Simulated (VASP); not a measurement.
# Si (P3m1) in VASP: single point with LDA

Aim: the single point of Si with LDA.

Program: VASP 6.6.1. These are calculated values, not measurements. Logs are shortened: lines on timing, memory, paths and dates and some standing lists are left out, and cuts for length are marked.

## 1. The cell of the first run

Symmetry: P3m1, No. 156, trigonal system. Conventional cell: a = 3.802 Å, b = 3.802 Å, c = 6.289 Å, α = 90.00°, β = 90.00°, γ = 120.00°. Within 3.0 Å of Si (site symmetry 3m) lie 4 Si at 2.30 to 2.44 Å. Within 3.1 Å of Si (site symmetry 3m) lie 4 Si at 2.33 to 2.35 Å. Si (site symmetry 3m) has 4 Si at 2.33 to 2.44 Å within 3.1 Å. Within 3.0 Å of Si (site symmetry 3m) lie 4 Si at 2.30 to 2.35 Å.

## 2. Single point, LDA (atom 1 (Si) moved -0.090 Å along Cartesian [0 0 1])

INCAR reads:

```
ALGO = Normal
EDIFF = 1E-7
ENCUT = 520
ISIF = 2
ISMEAR = 0
LASPH = T
LCHARG = F
LREAL = F
LWAVE = F
NBANDS = 16
NELM = 80
PREC = Accurate
SIGMA = 0.03
```

KPOINTS reads:

```
k-points
0
Gamma
  12 12 6
```

POSCAR reads:

```
Si
1.0
    3.8019754738      0.0000000000      0.0000000000
   -1.9009877369      3.2926073448      0.0000000000
    0.0000000000      0.0000000000      6.2891202194
Si
4
Direct
    0.3333333333      0.6666666667      0.0487228649
    0.6666666667      0.3333333333      0.5630332926
    0.3333333333      0.6666666667      0.4369667074
    0.6666666667      0.3333333333      0.9369667074
```

Potentials or basis: VASP PAW LDA potentials, release 64 (Si).

Launch:

```sh
$ cat potpaw_LDA.64/Si/POTCAR > POTCAR
$ mpirun -np 1 vasp_std > vasp.out
```

OUTCAR:

```text
EDIFF = 1E-7
   ENCUT = 520
   ISIF = 2
   ISMEAR = 0
   LASPH = T
   LREAL = F
   NELM = 80
   PREC = Accurate

 ion  position               nearest neighbor table
   1  0.333  0.667  0.049-   4 2.30   4 2.30   4 2.30   3 2.44
   2  0.667  0.333  0.563-   3 2.33   3 2.33   3 2.33   4 2.35
   3  0.333  0.667  0.437-   2 2.33   2 2.33   2 2.33   1 2.44
   4  0.667  0.333  0.937-   1 2.30   1 2.30   1 2.30   2 2.35

  LATTYP: Found a hexagonal cell.
 ALAT       =     3.8019754738
 C/A-ratio  =     1.6541716965

  Lattice vectors:

 A1 = (   3.8019754738,   0.0000000000,   0.0000000000)
 A2 = (  -1.9009877369,   3.2926073448,   0.0000000000)
 A3 = (   0.0000000000,   0.0000000000,   6.2891202194)

Analysis of symmetry for initial positions (statically):
=====================================================================
 Subroutine PRICEL returns:
 Original cell was already a primitive cell.

 Routine SETGRP: Setting up the symmetry group for a
 hexagonal supercell.

 Subroutine GETGRP returns: Found  6 space group operations
 (whereof  6 operations were pure point group operations)
 out of a pool of 24 trial point group operations.

The static configuration has the point symmetry C_3v.

Analysis of symmetry for dynamics (positions and initial velocities):
=====================================================================
 Subroutine PRICEL returns:
 Original cell was already a primitive cell.

 Routine SETGRP: Setting up the symmetry group for a
 hexagonal supercell.

 Subroutine GETGRP returns: Found  6 space group operations
 (whereof  6 operations were pure point group operations)
 out of a pool of 24 trial point group operations.

The dynamic configuration has the point symmetry C_3v.

 Subroutine INISYM returns: Found  6 space group operations
 (whereof  6 operations are pure point group operations),
 and found     1 'primitive' translations

----------------------------------------------------------------------------------------

                                     Primitive cell

  volume of cell :      78.7298

  direct lattice vectors                    reciprocal lattice vectors
     3.801975474  0.000000000  0.000000000     0.263021160  0.151855338  0.000000000
    -1.900987737  3.292607345  0.000000000     0.000000000  0.303710675  0.000000000
     0.000000000  0.000000000  6.289120219     0.000000000  0.000000000  0.159004752

[... 88 lines left out ...]
   LREAL  =      F    real-space projection
   EDIFFG = 0.1E-05   stopping-criterion for IOM
   NSW    =      0    number of steps for IOM
   IBRION =     -1    ionic relax: 0-MD 1-quasi-New 2-CG
   NFREE  =      0    steps in history (QN), initial steepest desc. (CG)
   ISIF   =      2    stress and relaxation
   ISYM   =      2    0-nonsym 1-usesym 2-fastsym
   POTIM  = 0.5000    time-step for ionic-motion
   TEBEG  =    0.0;   TEEND  =   0.0 temperature during run
   PSTRESS=    0.0 pullay stress
   NELECT =      16.0000    total number of electrons
   NUPDOWN=      -1.0000    fix difference up-down
   EMIN   =  10.00;   EMAX   =-10.00  energy-range for DOS
   EFERMI =   0.00;   METHOD = LEGACY
   ISMEAR =     0;   SIGMA  =   0.03  broadening in eV -4-tet -1-fermi 0-gaus
   EFERMI_NEDOS =   21; number of points for ismear=-14 and -15
   IALGO  =     38    algorithm
   IMIX   =      4    mixing-type and parameters
     AMIX     =   0.40;   BMIX     =  1.00
     AMIX_MAG =   1.60;   BMIX_MAG =  1.00
  volume/ion in A,a.u.               =      19.68       132.82
  Fermi-wavevector in a.u.,A,eV,Ry     =   0.962502  1.818866 12.604582  0.926411
  Thomas-Fermi vector in A             =   2.091967
   LORBIT       =      0    0 simple, 1 ext, 2 COOP (PROOUT), +10 PAW based schemes
   GGA     = CA    functional components
   LHFCALC =     F    Hartree Fock is set to
   AEXX    =    0.0000 exact exchange contribution
   IVDW    =     0    specifies the selected vdW correction
   LEPSILON=     F    determine dielectric tensor
   LRPA    =     F    only Hartree local field effects (RPA)
 non-spin polarized calculation
 Gauss-broadening in eV      SIGMA  =   0.03
  energy-cutoff  :      520.00
  volume of cell :       78.73
 maximum number of plane-waves:      2138
   NGX = 15   NGY = 15   NGZ = 23

 number of electron      15.9999999 magnetization

 Free energy of the ion-electron system (eV)
  ---------------------------------------------------
  ext. energy  EPLUGINS =         0.00000000
  ---------------------------------------------------
  free energy    TOTEN  =       -23.74551780 eV

  energy without entropy =      -23.74551780  energy(sigma->0) =      -23.74551780

 E-fermi :   6.2513     XC(G=0):  -9.6647

 val. band max:        6.1003404617   @ k =   0.0000   0.0000   0.0000
 cond. band min:       6.4077776998   @ k =   0.5000   0.0000   0.0000
 fundamental gap:      0.3074372380
 Fermi energy:         6.2512783663

 k-point     1 :       0.0000    0.0000    0.0000
  band No.  band energies     occupation
      1      -6.1645      2.00000
      2      -3.8834      2.00000
      3      -0.9693      2.00000
      4       4.5863      2.00000
      5       4.5863      2.00000
      6       6.0826      2.00000
[... 433 lines left out ...]
      3      -0.3310      2.00000
      4       2.7509      2.00000
      5       3.9085      2.00000
      6       4.0963      2.00000
[... 8 lines left out ...]
     15      11.4019      0.00000
     16      11.8468      0.00000

 [... further k-points ...]

------------------------ aborting loop because EDIFF is reached ----------------------------------------

  FORCE on cell =-STRESS in cart. coord.  units (eV):
  Direction    XX          YY          ZZ          XY          YZ          ZX
  --------------------------------------------------------------------------------------
  -------------------------------------------------------------------------------------
  Total        0.5848937      0.5848937     -0.7541243      0.0000000      0.0000000      0.0000000
  in kB       11.9027787     11.9027787    -15.3466773      0.0000000      0.0000000      0.0000000
  external PRESSURE =       2.8196267 kB  Pullay stress =       0.0000000 kB

 VOLUME and BASIS-vectors are now :
 -----------------------------------------------------------------------------
  energy-cutoff  :      520.00
  volume of cell :       78.73
      direct lattice vectors                 reciprocal lattice vectors
     3.801975474  0.000000000  0.000000000     0.263021160  0.151855338  0.000000000
    -1.900987737  3.292607345  0.000000000     0.000000000  0.303710675  0.000000000
     0.000000000  0.000000000  6.289120219     0.000000000  0.000000000  0.159004752

 POSITION                                       TOTAL-FORCE (eV/Angst)
 -----------------------------------------------------------------------------------
     -0.00000      2.19507      0.30642         0.000000     -0.000000      1.166071
      1.90099      1.09754      3.54098        -0.000000      0.000000     -0.124114
     -0.00000      2.19507      2.74814         0.000000      0.000000     -0.563170
      1.90099      1.09754      5.89270        -0.000000      0.000000     -0.478788
 -----------------------------------------------------------------------------------
    total drift:                                0.000000      0.000000     -0.000034

  FREE ENERGIE OF THE ION-ELECTRON SYSTEM (eV)
  ---------------------------------------------------
  free  energy   TOTEN  =       -23.7455178013 eV

  energy  without entropy=      -23.7455178013  energy(sigma->0) =      -23.74551780
```

OSZICAR:

```text
N       E                     dE             d eps       ncg     rms          rms(c)
DAV:   1     0.248926949876E+02    0.24893E+02   -0.60126E+03  3200   0.823E+02
DAV:   2    -0.223111156748E+02   -0.47204E+02   -0.42518E+02  4408   0.122E+02
DAV:   3    -0.242737215340E+02   -0.19626E+01   -0.19478E+01  4336   0.235E+01
DAV:   4    -0.242973812550E+02   -0.23660E-01   -0.23654E-01  3968   0.335E+00
DAV:   5    -0.242978174218E+02   -0.43617E-03   -0.43612E-03  4416   0.427E-01    0.726E+00
DAV:   6    -0.239160391077E+02    0.38178E+00   -0.15423E-01  3752   0.186E+00    0.435E+00
DAV:   7    -0.237453199218E+02    0.17072E+00   -0.29183E-01  3904   0.257E+00    0.330E-01
DAV:   8    -0.237454202439E+02   -0.10032E-03   -0.21161E-02  3968   0.786E-01    0.144E-01
DAV:   9    -0.237454881267E+02   -0.67883E-04   -0.52312E-04  4368   0.137E-01    0.773E-02
DAV:  10    -0.237455185808E+02   -0.30454E-04   -0.79857E-05  3960   0.435E-02    0.332E-02
DAV:  11    -0.237455176681E+02    0.91261E-06   -0.14872E-05  4160   0.210E-02    0.395E-03
DAV:  12    -0.237455177799E+02   -0.11180E-06   -0.66693E-07  4440   0.463E-03    0.251E-03
DAV:  13    -0.237455178013E+02   -0.21345E-07   -0.36376E-08  2792   0.115E-03
   1 F= -.23745518E+02 E0= -.23745518E+02  d E =-.487243E-15
```

It took 2.9 min on 1 thread of AMD EPYC 7R13, shared host; peak memory 0.18 GiB.

Results:

* Free energy: -23.7455 eV
* Pressure: 0.3 GPa
* Largest force: 1.166 eV/Å
* Band gap on the k mesh: 0.31 eV, indirect (least direct gap 1.03 eV)

Forces in eV/Å, atoms in the order of the input:
```
Si   0.000  0.000  1.166
Si   0.000  0.000 -0.124
Si   0.000  0.000 -0.563
Si   0.000  0.000 -0.479
```

Caveat: the cell differs from its parent crystal (atom 1 (Si) moved -0.090 Å along Cartesian [0 0 1]); forces of over 1 eV/Å act on the atoms, so gaps and moduli don't describe the material at rest. A k mesh can miss the band edges.
